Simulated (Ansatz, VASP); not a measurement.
# BN in VASP and in Ansatz

File POSCAR:

```
BN
1.0
    2.5051775940      0.0000000000      0.0000000000
   -1.2525887970      2.1695474374      0.0000000000
    0.0000000000      0.0000000000      4.2138415940
B N
2 2
Direct
    0.3333333333      0.6666666667     -0.0001657249
    0.6666666667      0.3333333333      0.4998342751
    0.3333333333      0.6666666667      0.3741657249
    0.6666666667      0.3333333333      0.8741657249
```

File INCAR.step1:

```
SYSTEM = BN
PREC = Accurate ; ENCUT = 520
ISMEAR = 0 ; SIGMA = 0.01
LREAL = .FALSE. ; LASPH = .TRUE.
NELM = 100 ; NBANDS = 16
GGA = PE ; ALGO = Normal
EDIFF = 1E-4 ; LWAVE = .TRUE.
LCHARG = .FALSE.
```

File INCAR.step2:

```
SYSTEM = BN
PREC = Accurate ; ENCUT = 520
EDIFF = 1E-6 ; ISMEAR = 0
SIGMA = 0.01 ; LREAL = .FALSE.
LASPH = .TRUE. ; NELM = 100
ALGO = Normal ; ISIF = 2
LWAVE = .FALSE. ; LCHARG = .TRUE.
METAGGA = R2SCAN ; LMIXTAU = .TRUE.
LELF = .TRUE. ; LVHAR = .TRUE.
NBANDS = 16 ; ISTART = 1
```

The input KPOINTS:

```
regular mesh
0
G
  9 9 6
  0 0 0
```

Input for Ansatz:

```yaml
crystal:
  lattice:
    - [2.505177594, 0.0, 0.0]
    - [-1.252588797, 2.1695474374, 0.0]
    - [0.0, 0.0, 4.213841594]
  atoms:
    - { symbol: B, position: [0.3333333333, 0.6666666667, -0.0001657249] }
    - { symbol: B, position: [0.6666666667, 0.3333333333, 0.4998342751] }
    - { symbol: "N", position: [0.3333333333, 0.6666666667, 0.3741657249] }
    - { symbol: "N", position: [0.6666666667, 0.3333333333, 0.8741657249] }
basis:
  ecutwfc: 500
kpoints:
  mp_grid: { grid: [9, 9, 6] }
  band_path:
    path:
      - [0.0, 0.0, 0.0]
      - [0.0, 0.0, 0.0]
      - [0.0, 0.0, 0.0]
      - [0.0, 0.0, 0.0]
      - [0.0, 0.0, 0.0]
      - [0.0, 0.0, 0.0]
      - [0.0, 0.0, 0.0]
      - [0.0, 0.0, 0.0]
      - [0.0, 0.0, 0.0]
      - [0.0, 0.0, 0.0]
      - [0.0, 0.0, 0.0]
      - [0.0, 0.0, 0.0]
      - [0.0, 0.0, 0.0]
      - [0.0, 0.0, 0.0]
      - [0.0, 0.0, 0.0]
      - [0.0, 0.0, 0.0]
      - [0.0, 0.0, 0.0]
      - [0.0, 0.0, 0.0]
      - [0.0, 0.0, 0.0]
      - [0.0, 0.0, 0.0]
      - [0.0, 0.0, 0.0]
      - [0.0, 0.0, 0.0]
      - [0.0, 0.0, 0.0]
      - [0.0, 0.0, 0.0]
      - [0.0, 0.0, 0.0]
      - [0.0, 0.0, 0.0]
      - [0.3, 0.0, 0.0]
      - [0.3166666667, 0.0, 0.0]
      - [0.3333333333, 0.0, 0.0]
      - [0.35, 0.0, 0.0]
      - [0.3666666667, 0.0, 0.0]
      - [0.3833333333, 0.0, 0.0]
      - [0.4, 0.0, 0.0]
      - [0.4166666667, 0.0, 0.0]
      - [0.4333333333, 0.0, 0.0]
      - [0.45, 0.0, 0.0]
      - [0.4666666667, 0.0, 0.0]
      - [0.4833333333, 0.0, 0.0]
      - [0.5, 0.0, 0.0]
      - [0.5, 0.0, 0.0]
      - [0.5, 0.0, 0.0416666667]
      - [0.5, 0.0, 0.0833333333]
      - [0.5, 0.0, 0.125]
      - [0.5, 0.0, 0.1666666667]
      - [0.5, 0.0, 0.2083333333]
      - [0.5, 0.0, 0.25]
      - [0.5, 0.0, 0.2916666667]
      - [0.5, 0.0, 0.3333333333]
      - [0.5, 0.0, 0.375]
      - [0.5, 0.0, 0.4166666667]
      - [0.5, 0.0, 0.4583333333]
      - [0.5, 0.0, 0.5]
      - [0.3333333333, 0.3333333333, 0.0]
      - [0.3333333333, 0.3333333333, 0.0]
      - [0.3333333333, 0.3333333333, 0.0]
      - [0.3333333333, 0.3333333333, 0.0]
      - [0.3333333333, 0.3333333333, 0.0]
      - [0.3333333333, 0.3333333333, 0.0]
      - [0.3333333333, 0.3333333333, 0.0]
      - [0.3333333333, 0.3333333333, 0.0]
      - [0.3333333333, 0.3333333333, 0.0]
      - [0.3333333333, 0.3333333333, 0.0]
      - [0.3333333333, 0.3333333333, 0.0]
      - [0.3333333333, 0.3333333333, 0.0]
      - [0.3333333333, 0.3333333333, 0.0]
      - [0.0, 0.0, 0.5]
      - [0.0, 0.0, 0.5]
      - [0.0, 0.0, 0.5]
      - [0.0, 0.0, 0.5]
      - [0.0, 0.0, 0.5]
      - [0.0, 0.0, 0.5]
      - [0.0, 0.0, 0.5]
      - [0.0, 0.0, 0.5]
      - [0.0, 0.0, 0.5]
      - [0.0, 0.0, 0.5]
      - [0.0, 0.0, 0.5]
      - [0.0, 0.0, 0.5]
      - [0.0, 0.0, 0.5]
    npoints: 1
hamiltonian:
  xc: r2scan
  pseudopotentials: { kind: paw, azcp: { folder: soft_1 } }
scf:
  occupations: { method: fixed }
  n_extra_bands: 6
output:
  eigenvalues: true
```

Alike in both runs: task single point; functional r2SCAN; k mesh 9 × 9 × 6; no spin polarisation.

|  | VASP | Ansatz |
| --- | --- | --- |
| version | VASP 6.6.1 | Ansatz 0.2.0 |
| potentials or method | VASP PAW PBE potentials, release 64 (B, N), cutoff 520 eV | scalar-relativistic, plane waves, PAW |
| occupations | gaussian, width 0.01 eV | fixed |
| valence electrons in the cell | 16 | 16 |

|  | VASP | Ansatz | Ansatz less VASP |
| --- | --- | --- | --- |
| gap on the k mesh at the Fermi level (eV) | 5.59 | 5.62 | +0.028 |
| least direct gap on the mesh (eV) | 8.91 | 8.93 | +0.015 |

VASP's potentials were made for PBE, not for r2SCAN.
